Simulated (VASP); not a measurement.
Here is a VASP 6.6.1 calculation.

INCAR

```
PREC = Accurate
ENCUT = 600
EDIFF = 1E-7
ISMEAR = -1
SIGMA = 0.08
LREAL = False
LASPH = True
NELM = 100
ALGO = Normal
ISIF = 3
LWAVE = False
LCHARG = False
GGA = PS
IBRION = 2
NSW = 100
EDIFFG = -0.002
```

Contents of KPOINTS:

```
regular mesh
0
Gamma
  16 16 16
```

Contents of POSCAR:

```
AlRh
1.0
    2.9773224700      0.0000000000      0.0000000000
    0.0000000000      2.9773224700      0.0000000000
    0.0000000000      0.0000000000      2.9773224700
Al Rh
1 1
Direct
    0.0000000000      0.0000000000      0.0000000000
    0.5000000000      0.5000000000      0.5000000000
```

Potentials or basis: VASP PAW PBE potentials, release 64 (Al, Rh_pv).

Command:

```bash
$ cat potpaw_PBE.64/Al/POTCAR potpaw_PBE.64/Rh_pv/POTCAR > POTCAR
$ mpirun -np 1 vasp_std > vasp.out
```

Predict the space group after relaxing (to 0.1 Å).

Pm-3m (No. 221).

Predict the relaxed cell.

a = 2.972 Å, b = 2.972 Å, c = 2.972 Å, α = 90.00°, β = 90.00°, γ = 90.00°.

Step by step:
| step | energy change (eV) | largest force (eV/Å) | pressure (GPa) | volume (Å³) |
| --- | --- | --- | --- | --- |
| 1 | 0.0000 | 0.0000 | -1.03 | 26.39 |
| 2 | 0.0005 | 0.0000 | 1.60 | 26.07 |
| 3 | -0.0004 | 0.0000 | 0.00 | 26.26 |

Caveat: the PAW data sets were made with another functional, which shifts forces and pressure a little.
